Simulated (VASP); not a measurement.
# SnSe2 (P-3m1) in VASP: single point with PBE

Aim: the single point of SnSe2 with PBE.

Everything below comes from runs of VASP 6.6.1. Logs are shortened: lines on timing, memory, paths and dates and some standing lists are left out, and cuts for length are marked.

## (1) The cell of the first run

Symmetry: P-3m1, No. 164, trigonal system. The conventional cell has a = 3.811 Å, b = 3.811 Å, c = 6.136 Å, α = 90.00°, β = 90.00°, γ = 120.00°. Within 3.5 Å of Sn (site symmetry -3m) lie 6 Se at 2.68 Å. Within 3.5 Å of Se (site symmetry 3m) lie 3 Sn at 2.68 Å.

## (2) Single point, PBE

Contents of INCAR:

```
SYSTEM = SnSe2
  PREC = Accurate
  ENCUT = 520
  EDIFF = 1E-6
  ISMEAR = 0
  SIGMA = 0.01
  LREAL = .FALSE.
  LASPH = .TRUE.
  NELM = 100
  ALGO = Normal
  ISIF = 2
  LWAVE = .FALSE.
  LCHARG = .FALSE.
  GGA = PE
  NBANDS = 20
```

Contents of KPOINTS:

```
regular mesh
0
G
  6 6 4
  0 0 0
```

Contents of POSCAR:

```
SnSe2
1.0
    3.8110000000      0.0000000000      0.0000000000
   -1.9055000000      3.3004228138      0.0000000000
    0.0000000000      0.0000000000      6.1360000000
Sn Se
1 2
Direct
    0.0000000000      0.0000000000      0.0000000000
    0.3333330000      0.6666670000      0.2490000000
    0.6666670000      0.3333330000      0.7510000000
```

Potentials or basis: VASP PAW PBE potentials, release 64 (Sn_d, Se).

Run with:

```console
> cat potpaw_PBE.64/Sn_d/POTCAR potpaw_PBE.64/Se/POTCAR > POTCAR
> mpirun -np 1 vasp_std > vasp.out
```

OUTCAR:

```text
SYSTEM = SnSe2
   PREC = Accurate
   ENCUT = 520
   EDIFF = 1E-6
   ISMEAR = 0
   LREAL = .FALSE.
   LASPH = .TRUE.
   NELM = 100
   ISIF = 2
   GGA = PE

 ion  position               nearest neighbor table
   1  0.000  0.000  0.000-   2 2.68   3 2.68   2 2.68   3 2.68   3 2.68   2 2.68
   2  0.333  0.667  0.249-   1 2.68   1 2.68   1 2.68
   3  0.667  0.333  0.751-   1 2.68   1 2.68   1 2.68

  LATTYP: Found a hexagonal cell.
 ALAT       =     3.8110000000
 C/A-ratio  =     1.6100760955

  Lattice vectors:

 A1 = (   3.8110000000,   0.0000000000,   0.0000000000)
 A2 = (  -1.9055000000,   3.3004228138,   0.0000000000)
 A3 = (   0.0000000000,   0.0000000000,   6.1360000000)

Analysis of symmetry for initial positions (statically):
=====================================================================
 Subroutine PRICEL returns:
 Original cell was already a primitive cell.

 Routine SETGRP: Setting up the symmetry group for a
 hexagonal supercell.

 Subroutine GETGRP returns: Found 12 space group operations
 (whereof 12 operations were pure point group operations)
 out of a pool of 24 trial point group operations.

The static configuration has the point symmetry D_3d.

Analysis of symmetry for dynamics (positions and initial velocities):
=====================================================================
 Subroutine PRICEL returns:
 Original cell was already a primitive cell.

 Routine SETGRP: Setting up the symmetry group for a
 hexagonal supercell.

 Subroutine GETGRP returns: Found 12 space group operations
 (whereof 12 operations were pure point group operations)
 out of a pool of 24 trial point group operations.

The dynamic configuration has the point symmetry D_3d.

 Subroutine INISYM returns: Found 12 space group operations
 (whereof 12 operations are pure point group operations),
 and found     1 'primitive' translations

----------------------------------------------------------------------------------------

                                     Primitive cell

  volume of cell :      77.1781

  direct lattice vectors                    reciprocal lattice vectors
     3.811000000  0.000000000  0.000000000     0.262398321  0.151495741  0.000000000
    -1.905500000  3.300422814  0.000000000     0.000000000  0.302991482  0.000000000
     0.000000000  0.000000000  6.136000000     0.000000000  0.000000000  0.162972621

  length of vectors
     3.811000000  3.811000000  6.136000000     0.302991482  0.302991482  0.162972621

  position of ions in fractional coordinates (direct lattice)
     0.000000000  0.000000000  0.000000000
     0.333333000  0.666667000  0.249000000
     0.666667000  0.333333000  0.751000000

  ion indices of the primitive-cell ions
   primitive index   ion index
                 1           1
                 2           2
                 3           3

----------------------------------------------------------------------------------------

 KPOINTS: regular mesh

Automatic generation of k-mesh.
 Grid dimensions read from file:
 generate k-points for:    6    6    4

 Generating k-lattice:

  Cartesian coordinates                     Fractional coordinates (reciprocal lattice)
     0.043733053  0.025249290  0.000000000     0.166666667  0.000000000  0.000000000
     0.000000000  0.050498580  0.000000000     0.000000000  0.166666667  0.000000000
     0.000000000  0.000000000  0.040743155     0.000000000  0.000000000  0.250000000

  Length of vectors
     0.050498580  0.050498580  0.040743155

  Shift w.r.t. Gamma in fractional coordinates (k-lattice)
     0.000000000  0.000000000  0.000000000

 Subroutine IBZKPT returns following result:
 ===========================================

 Found     24 irreducible k-points:

 Following reciprocal coordinates:
            Coordinates               Weight
  0.000000  0.000000  0.000000      1.000000
  0.166667 -0.000000  0.000000      6.000000
  0.333333  0.000000  0.000000      6.000000
  0.500000  0.000000  0.000000      3.000000
  0.166667  0.166667  0.000000      6.000000
  0.333333  0.166667  0.000000     12.000000
[... 16 lines left out ...]
  0.333333  0.166667  0.500000     12.000000
  0.333333  0.333333  0.500000      2.000000
   k-points           NKPTS =     24   k-points in BZ     NKDIM =     24   number of bands    NBANDS=     20
   number of dos      NEDOS =    301   number of ions     NIONS =      3
   total plane-waves  NPLWV =  37632
   dimension x,y,z NGX =    28 NGY =   28 NGZ =   48
   dimension x,y,z NGXF=    56 NGYF=   56 NGZF=   96
   ions per type =               1   2
   NGX,Y,Z   is equivalent  to a cutoff of  12.21, 12.21, 13.00 a.u.
   NGXF,Y,Z  is equivalent  to a cutoff of  24.43, 24.43, 26.01 a.u.
 SYSTEM =  SnSe2
   PREC   = accura    normal or accurate (medium, high low for compatibility)
   ISTART =      0    job   : 0-new  1-cont  2-samecut
   ICHARG =      2    charge: 1-file 2-atom 10-const
   ISPIN  =      1    spin polarized calculation?
   LNONCOLLINEAR =      F non collinear calculations
   LSORBIT =      F    spin-orbit coupling
   LASPH  =      T    aspherical Exc in radial PAW
   ENCUT  =  520.0 eV  38.22 Ry    6.18 a.u.   7.09  7.09 11.41*2*pi/ulx,y,z
   NELM   =    100;   NELMIN=  2; NELMDL= -5     # of ELM steps
   EDIFF  = 0.1E-05   stopping-criterion for ELM
   LREAL  =      F    real-space projection
   EDIFFG = 0.1E-04   stopping-criterion for IOM
   NSW    =      0    number of steps for IOM
   IBRION =     -1    ionic relax: 0-MD 1-quasi-New 2-CG
   NFREE  =      0    steps in history (QN), initial steepest desc. (CG)
   ISIF   =      2    stress and relaxation
   ISYM   =      2    0-nonsym 1-usesym 2-fastsym
   POTIM  = 0.5000    time-step for ionic-motion
   TEBEG  =    0.0;   TEEND  =   0.0 temperature during run
   PSTRESS=    0.0 pullay stress
   NELECT =      26.0000    total number of electrons
   NUPDOWN=      -1.0000    fix difference up-down
   EMIN   =  10.00;   EMAX   =-10.00  energy-range for DOS
   EFERMI =   0.00;   METHOD = LEGACY
   ISMEAR =     0;   SIGMA  =   0.01  broadening in eV -4-tet -1-fermi 0-gaus
   EFERMI_NEDOS =   21; number of points for ismear=-14 and -15
   IALGO  =     38    algorithm
   IMIX   =      4    mixing-type and parameters
     AMIX     =   0.40;   BMIX     =  1.00
     AMIX_MAG =   1.60;   BMIX_MAG =  1.00
  volume/ion in A,a.u.               =      25.73       173.61
  Fermi-wavevector in a.u.,A,eV,Ry     =   1.139116  2.152617 17.654722  1.297585
  Thomas-Fermi vector in A             =   2.275820
   LORBIT       =      0    0 simple, 1 ext, 2 COOP (PROOUT), +10 PAW based schemes
   GGA     = PE    functional components
   LHFCALC =     F    Hartree Fock is set to
   AEXX    =    0.0000 exact exchange contribution
   IVDW    =     0    specifies the selected vdW correction
   LEPSILON=     F    determine dielectric tensor
   LRPA    =     F    only Hartree local field effects (RPA)
 non-spin polarized calculation
 Gauss-broadening in eV      SIGMA  =   0.01
  energy-cutoff  :      520.00
  volume of cell :       77.18
 maximum number of plane-waves:      2109
   NGX = 15   NGY = 15   NGZ = 23

 number of electron      26.0000006 magnetization

 Free energy of the ion-electron system (eV)
  ---------------------------------------------------
  ext. energy  EPLUGINS =         0.00000000
  ---------------------------------------------------
  free energy    TOTEN  =       -11.73726113 eV

  energy without entropy =      -11.73726113  energy(sigma->0) =      -11.73726113

 E-fermi :   4.2376     XC(G=0):  -9.4534

 val. band max:        4.1708081816   @ k =   0.0000   0.0000   0.0000
 cond. band min:       4.9858903027   @ k =   0.5000   0.0000   0.2500
 fundamental gap:      0.8150821210
 Fermi energy:         4.2376010710

 k-point     1 :       0.0000    0.0000    0.0000
  band No.  band energies     occupation
      1     -17.0980      2.00000
      2     -17.0980      2.00000
      3     -17.0600      2.00000
      4     -17.0445      2.00000
      5     -17.0445      2.00000
      6      -9.8266      2.00000
[... 12 lines left out ...]
     19      13.1124      0.00000
     20      13.1124      0.00000

 k-point     2 :       0.1667   -0.0000    0.0000
  band No.  band energies     occupation
      1     -17.1120      2.00000
      2     -17.0896      2.00000
      3     -17.0542      2.00000
      4     -17.0478      2.00000
      5     -17.0417      2.00000
      6      -9.5508      2.00000
[... 12 lines left out ...]
     19      12.4450      0.00000
     20      13.3778      0.00000

 k-point     3 :       0.3333    0.0000    0.0000
  band No.  band energies     occupation
      1     -17.1432      2.00000
      2     -17.0803      2.00000
      3     -17.0625      2.00000
      4     -17.0315      2.00000
      5     -17.0286      2.00000
      6      -8.8112      2.00000
[... 12 lines left out ...]
     19      13.1156      0.00000
     20      13.9722      0.00000

 k-point     4 :       0.5000    0.0000    0.0000
  band No.  band energies     occupation
      1     -17.1593      2.00000
      2     -17.0789      2.00000
      3     -17.0672      2.00000
      4     -17.0223      2.00000
      5     -17.0187      2.00000
      6      -8.1628      2.00000
[... 12 lines left out ...]
     19      14.1817      0.00000
     20      14.8216      0.00000

 k-point     5 :       0.1667    0.1667    0.0000
  band No.  band energies     occupation
      1     -17.1284      2.00000
      2     -17.0883      2.00000
      3     -17.0541      2.00000
      4     -17.0462      2.00000
      5     -17.0291      2.00000
      6      -9.0369      2.00000
[... 12 lines left out ...]
     19      11.1840      0.00000
     20      14.3628      0.00000
[... 353 lines left out ...]
      6      -8.0677      2.00000
[... 12 lines left out ...]
     19      14.0406      0.00000
     20      14.9205      0.00000

 k-point    22 :       0.1667    0.1667    0.5000
  band No.  band energies     occupation
      1     -17.1286      2.00000
      2     -17.0883      2.00000
      3     -17.0542      2.00000
      4     -17.0462      2.00000
      5     -17.0291      2.00000
      6      -8.8833      2.00000
[... 12 lines left out ...]
     19      12.2145      0.00000
     20      13.3433      0.00000

 k-point    23 :       0.3333    0.1667    0.5000
  band No.  band energies     occupation
      1     -17.1442      2.00000
      2     -17.0916      2.00000
      3     -17.0581      2.00000
      4     -17.0323      2.00000
      5     -17.0210      2.00000
      6      -8.1342      2.00000
[... 12 lines left out ...]
     19      12.6232      0.00000
     20      13.8335      0.00000

 k-point    24 :       0.3333    0.3333    0.5000
  band No.  band energies     occupation
      1     -17.1202      2.00000
      2     -17.1202      2.00000
      3     -17.0406      2.00000
      4     -17.0406      2.00000
      5     -17.0265      2.00000
      6      -7.6797      2.00000
[... 12 lines left out ...]
     19      13.1683      0.00000
     20      13.2465      0.00000

------------------------ aborting loop because EDIFF is reached ----------------------------------------

  FORCE on cell =-STRESS in cart. coord.  units (eV):
  Direction    XX          YY          ZZ          XY          YZ          ZX
  --------------------------------------------------------------------------------------
  -------------------------------------------------------------------------------------
  Total        2.5082058      2.5082058      3.1646167      0.0000000     -0.0000000      0.0000000
  in kB       52.0690753     52.0690753     65.6958318      0.0000000     -0.0000000      0.0000000
  external PRESSURE =      56.6113275 kB  Pullay stress =       0.0000000 kB

 VOLUME and BASIS-vectors are now :
 -----------------------------------------------------------------------------
  energy-cutoff  :      520.00
  volume of cell :       77.18
      direct lattice vectors                 reciprocal lattice vectors
     3.811000000  0.000000000  0.000000000     0.262398321  0.151495741  0.000000000
    -1.905500000  3.300422814  0.000000000     0.000000000  0.302991482  0.000000000
     0.000000000  0.000000000  6.136000000     0.000000000  0.000000000  0.162972621

 POSITION                                       TOTAL-FORCE (eV/Angst)
 -----------------------------------------------------------------------------------
      0.00000      0.00000      0.00000         0.000000      0.000000      0.000000
     -0.00000      2.20028      1.52786         0.000000     -0.000000      0.796015
      1.90550      1.10014      4.60814        -0.000000      0.000000     -0.796015
 -----------------------------------------------------------------------------------
    total drift:                                0.000000      0.000000      0.000000

  FREE ENERGIE OF THE ION-ELECTRON SYSTEM (eV)
  ---------------------------------------------------
  free  energy   TOTEN  =       -11.7372611310 eV

  energy  without entropy=      -11.7372611310  energy(sigma->0) =      -11.73726113
```

Run time: 26 s. Hardware: 1 thread of Intel Xeon Platinum 8259CL at 2.50GHz (Skylake/Cascade Lake), shared host; peak memory 0.2 GiB.

Results:

| Property | Result |
| --- | --- |
| Free energy | -11.7373 eV |
| Pressure | 5.7 GPa |
| Largest force | 0.796 eV/Å |
| Band gap on the k mesh | 0.82 eV, indirect (least direct gap 1.09 eV) |

Forces in eV/Å, atoms in the order of the input:
```
Sn   0.000  0.000  0.000
Se   0.000  0.000  0.796
Se   0.000  0.000 -0.796
```

Stress tensor (GPa, compression positive):
```
5.21 0.00 0.00
0.00 5.21 0.00
0.00 0.00 6.57
```

Levels at points of the mesh, in eV from the valence-band top:
```tsv
k point	band 11	band 12	band 13	band 14	band 15	band 16
(0.00, 0.00, 0.00)	-0.39	-0.39	0.00	1.09	2.95	4.64
(0.50, 0.00, 0.00)	-2.68	-1.19	-0.30	1.16	3.80	5.45
(0.00, 0.00, 0.50)	-0.79	-0.24	-0.24	2.45	2.92	4.37
(0.50, 0.00, 0.50)	-1.99	-0.83	-0.69	0.87	4.26	4.85
```

Caveat: spin-orbit coupling is left out, which moves the levels of the heavy elements; this functional lacks dispersion, which binds the layers, so the pressure and a relaxed spacing across them are unreliable. A k mesh can miss the band edges.
